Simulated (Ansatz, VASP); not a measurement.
**LiH: VASP beside Ansatz**

```
Li H
1.0
     2.78155    0.00000    0.00000
    -1.39077    2.40889    0.00000
     0.00000    0.00000    4.87296
Li H
2 2
Direct
  0.00000 0.00000 0.00000
  0.00000 0.00000 0.50000
  0.33333 0.66667 0.25000
  0.66667 0.33333 0.75000
```

Alike in both runs: task single point; functional PBE; k mesh 9 × 9 × 4; no spin polarisation.

|  | VASP | Ansatz |
| --- | --- | --- |
| version | VASP 6.6.1 | Ansatz 0.2.0 |
| potentials or method | VASP PAW PBE potentials, release 64 (Li_sv, H) | plane waves, PAW |
| plane-wave cutoff (eV) | 520 | 420 |
| occupations | gaussian, width 0.01 eV | fixed |
| valence electrons in the cell | 8 | 8 |

```csv
,VASP,Ansatz,Ansatz less VASP
gap on the k mesh at the Fermi level (eV),4.49,4.48,-0.002
```

Noted on VASP's run: the cutoff is short for stress, so the pressure is rough.
